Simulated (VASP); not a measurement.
MoS2, 3 atoms in the cell. Symmetry: R3m, No. 160, trigonal system. Conventional cell: a = 3.160 Å, b = 3.160 Å, c = 18.450 Å, α = 90.00°, β = 90.00°, γ = 120.00°. Mo (site symmetry 3m) has 6 S at 2.39 Å and 6 Mo at 3.16 Å within 3.2 Å. S (site symmetry 3m) has 3 Mo at 2.39 Å and 7 S at 3.08 to 3.16 Å within 3.2 Å. Within 3.2 Å of S (site symmetry 3m) lie 3 Mo at 2.39 Å and 7 S at 3.08 to 3.16 Å. 

```yaml
Program: VASP 6.6.1
Task: single point
Functional: RPBE
Potentials_or_basis: VASP PAW PBE potentials, release 64 (Mo_sv, S)
Cutoff: 520 eV
k_mesh: 6 × 6 × 6
Occupations: fermi-dirac, width 0.05 eV
Spin: no spin polarisation
Dipole_correction: no
Further_INCAR_settings: ALGO = Normal; EDIFF = 1e-07; NBANDS = 20
```

Potentials or basis: VASP PAW PBE potentials, release 64 (Mo_sv, S).

Run with:

```sh
$ cat potpaw_PBE.64/Mo_sv/POTCAR potpaw_PBE.64/S/POTCAR > POTCAR
$ mpirun -np 1 vasp_std > vasp.out
```

Hardware: 1 thread of Intel Xeon 8259CL, with other jobs on the host.

How long does it take, and how much memory?

Run time: 2.7 min on 1 thread of Intel Xeon 8259CL, with other jobs on the host, peak memory 0.31 GiB. Counts: scf iterations 16, k points 32.
